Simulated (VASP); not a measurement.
A run of VASP 6.6.1 is set up as follows.

Contents of INCAR:

```
ALGO = Normal
EDIFF = 1E-6
ENCUT = 520
GGA = PS
ISIF = 2
ISMEAR = -1
LASPH = True
LCHARG = False
LREAL = Auto
LWAVE = False
NBANDS = 83
NELM = 80
PREC = Accurate
SIGMA = 0.0259
```

Contents of KPOINTS:

```
Automatic mesh
0
Gamma
  4 4 1
  0.5 0.5 0
```

The input POSCAR:

```
Zr6O11
1.0
    3.5726858804      0.0000000000      0.0000000000
    0.0000000000      3.5847963201      0.0000000000
    0.0000000000      0.0000000000     15.4588554235
Zr O
6 11
Direct
   -0.0206449720      0.5149165629      0.0759444970
   -0.0075671360      0.5324204863      0.4086664133
    0.0286697469      0.4893432830      0.7478615773
    0.4967475618      0.0139145981      0.2406827607
    0.4991507957     -0.0125711466      0.5807834250
    0.5094024666     -0.0023002702      0.9112804030
    0.0057147481      0.0127493994      0.1391422548
    0.0094192440      0.0177954322      0.6467709107
    0.0442787318      0.0238259004      0.4779645580
    0.0516936014     -0.0129153781      0.8119012473
   -0.0193789777     -0.0159155486      0.3054465464
    0.5341597509      0.5267713508      0.6807100339
    0.4851324908      0.5104384843      0.0102702946
    0.5154782877      0.4904883968      0.1748125541
    0.4985039434      0.4646729831      0.3443353246
    0.5111591282      0.5051054058      0.5082285709
    0.5384492408      0.5025967556      0.8438060673
```

Potentials or basis: VASP PAW PBE potentials, release 64 (Zr_sv, O).

Run with:

```bash
$ cat potpaw_PBE.64/Zr_sv/POTCAR potpaw_PBE.64/O/POTCAR > POTCAR
$ mpirun -np 1 vasp_std > vasp.out
```

Q: Estimate the pressure.

A: 1.8 GPa.

Q: Estimate the band gap on the k mesh.

A: 0.69 eV (least direct gap 1.19 eV).

Stress tensor (GPa, compression positive):
```
 2.94 -0.07  0.96
-0.07  0.98  0.25
 0.96  0.25  1.59
```

Caveat: the k points lie up to 0.44 Å⁻¹ apart; the atoms stand as in a frame of molecular dynamics; the PAW data sets were made with another functional, which shifts forces and pressure a little; a shifted mesh leaves out Γ, where band edges can lie. A k mesh can miss the band edges.
